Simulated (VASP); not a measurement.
Here is a VASP 6.6.1 calculation.

INCAR

```
SYSTEM = Al
PREC = Accurate
ENCUT = 520
EDIFF = 1E-7
ISMEAR = 1
SIGMA = 0.15
LREAL = .FALSE.
LASPH = .TRUE.
NELM = 60
ALGO = Normal
ISIF = 2
LWAVE = .FALSE.
LCHARG = .FALSE.
GGA = PS
NBANDS = 8
```

KPOINTS

```
Automatic mesh
0
G
  10 10 10
  0 0 0
```

POSCAR

```
Al
1.0
    2.7560720000      0.0000000000      0.0000000000
   -0.9186906379      2.5984496110      0.0000000000
   -0.9186906379     -1.2992247445      2.2503234088
Al
1
Direct
    0.0000000000      0.0000000000      0.0000000000
```

Potentials or basis: VASP PAW PBE potentials, release 64 (Al).

Command:

```sh
$ cat potpaw_PBE.64/Al/POTCAR > POTCAR
$ mpirun -np 1 vasp_std > vasp.out
```

Task: Estimate the pressure.

Result: 2.8 GPa.

Caveat: the PAW data sets were made with another functional, which shifts forces and pressure a little.
